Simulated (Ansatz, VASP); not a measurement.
**Sr2NbH4: VASP beside Ansatz**

```
CELL_PARAMETERS angstrom
0.00000 3.69270 5.03335
3.29535 0.00000 5.03335
3.29535 3.69270 0.00000
ATOMIC_POSITIONS crystal
Sr 0.00000 0.50000 0.50000
Sr 0.50000 0.00000 0.00000
Nb 0.50000 0.50000 0.50000
H 0.15320 0.56375 0.84680
H 0.56375 0.15320 0.43625
H 0.43625 0.84680 0.56375
H 0.84680 0.43625 0.15320
```

Alike in both runs: functional PBE; k mesh 8 × 8 × 8; occupations gaussian, width 0.1 eV; no spin polarisation.

Ansatz relaxed the structure, and its values are those at the end. VASP's run is a single point on that final structure, the one shown.

```csv
,VASP,Ansatz
version,VASP 6.6.1,Ansatz 0.2.0
potentials or method,"VASP PAW PBE potentials, release 64 (Sr_sv, Nb_sv, H), cutoff 520 eV","scalar-relativistic, plane waves, PAW"
valence electrons in the cell,37,37
```

Ansatz gave:

| Item | Value |
| --- | --- |
| gap on the k mesh at the Fermi level (eV) | none |
| pressure (GPa) | 0.0 |
| rms of the force components (eV/Å) | 0.000 |

Question: Which values does VASP return?

Answer: gap on the k mesh at the Fermi level (eV): none; pressure (GPa): 0.0; rms of the force components (eV/Å): 0.005.

A gap of «none» marks a metal or a gap that the smearing closes.
